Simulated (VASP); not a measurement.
**YTiGeAs3: single point with PBE**

YTiGeAs3:

```
Y Ti Ge As
1.0
     3.38186    1.95252    3.35437
    -3.38186    1.95252    3.35437
     0.00000   -3.90504    3.35437
Y Ti Ge As
1 1 1 3
Direct
  0.66257 0.66257 0.66257
  0.02197 0.02197 0.02197
  0.35396 0.35396 0.35396
  0.93145 0.14386 0.53774
  0.53774 0.93145 0.14386
  0.14386 0.53774 0.93145
```

The cell was generated, and may not be a known phase.

```yaml
Program: VASP 6.6.1
Task: single point
Functional: PBE
Potentials_or_basis: VASP PAW PBE potentials, release 64 (Y_sv, Ti_sv, Ge_d, As)
Cutoff: 520 eV
k_mesh: 6 × 6 × 6
Occupations: gaussian, width 0.1 eV
Spin: no spin polarisation
```

- Pressure: 0.2 GPa
- Largest force: 0.023 eV/Å
- Band gap on the k mesh: zero (bands 26 and 27 overlap by 0.40 eV)

Forces on the atoms (eV/Å):
```
Y    0.000  0.000 -0.001
Ti   0.000  0.000  0.007
Ge   0.000  0.000  0.023
As  -0.005 -0.004 -0.010
As   0.006 -0.003 -0.010
As   0.000  0.006 -0.010
```

Levels at points of the mesh, in eV from the Fermi level:
```tsv
k point	band 22	band 23	band 24	band 25	band 26	band 27	band 28	band 29	band 30	band 31
(0.00, 0.00, 0.00)	-3.15	-1.51	-1.43	-1.43	-0.46	0.59	0.59	0.78	1.56	1.56
(0.50, 0.00, 0.00)	-2.33	-2.26	-1.36	-0.93	-0.45	0.15	0.68	0.74	1.34	1.85
(0.50, 0.50, 0.00)	-2.40	-1.90	-1.57	-1.00	-0.58	0.53	0.64	0.94	1.85	1.97
(0.50, 0.50, 0.50)	-1.92	-1.92	-0.41	-0.41	0.40	0.65	0.65	1.46	1.79	1.79
```

Wall time 6.3 min on 1 thread of Oxide Virtual Turin-like Processor, on a shared host, peak memory 0.36 GiB.
